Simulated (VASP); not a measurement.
Ir:

```
Ir
1.0
     0.00000    1.91970    1.91970
     1.91970    0.00000    1.91970
     1.91970    1.91970    0.00000
Ir
1
Cartesian
  0.0000 0.0000 0.0000
```

Base run:

| Quantity | Value |
| --- | --- |
| Program | VASP 6.6.1 |
| Functional | r2SCAN |
| Potentials or basis | VASP PAW PBE potentials, release 64 (Ir_sv_GW) |
| Cutoff | 550 eV |
| k mesh | 22 × 22 × 22 |
| Occupations | gaussian, width 0.15 eV |
| Spin | no spin polarisation |

Its results: pressure -0.6 GPa.

Task: The run is repeated on the same cell with these changes: potentials or basis from VASP PAW PBE potentials, release 64 (Ir_sv_GW) to VASP PAW PBE potentials, release 64 (Ir); cutoff from 550 eV to 520 eV; further incar settings from ALGO = Normal; EDIFF = 1e-06; NBANDS = 14 to ALGO = Normal; EDIFF = 1e-07; NBANDS = 10; valence electrons from 17 to 9. What comes out?

Result: Pressure 4.1 GPa.

Caveats: the PAW data sets were made with another functional, which shifts forces and pressure a little.
